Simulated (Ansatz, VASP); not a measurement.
**ZnS in VASP and in Ansatz**

```
Zn S
1.0
     3.80652    0.00000    0.00000
    -1.90326    3.29654    0.00000
     0.00000    0.00000    6.43215
Zn S
2 2
Direct
  0.33333 0.66667 0.00253
  0.66667 0.33333 0.50253
  0.33333 0.66667 0.37247
  0.66667 0.33333 0.87247
```

Alike in both runs: task single point; functional r2SCAN; k mesh 6 × 6 × 4; occupations gaussian, width 0.02 eV; no spin polarisation.

```csv
,VASP,Ansatz
version,VASP 6.6.1,Ansatz 0.2.0
potentials or method,"VASP PAW PBE potentials, release 64 (Zn, S), cutoff 520 eV","scalar-relativistic, plane waves, PAW"
valence electrons in the cell,36,36
```

|  | VASP | Ansatz | Ansatz less VASP |
| --- | --- | --- | --- |
| gap on the k mesh at the Fermi level (eV) | 2.54 | 2.53 | -0.007 |
| least direct gap on the mesh (eV) | 2.54 | 2.53 | -0.007 |
| pressure (GPa) | -2.2 | -2.2 | -0.06 |
| traceless stress, the component that is largest in VASP (GPa) | -2.07 | -2.08 | -0.016 |

VASP's potentials were made for PBE, not for r2SCAN.
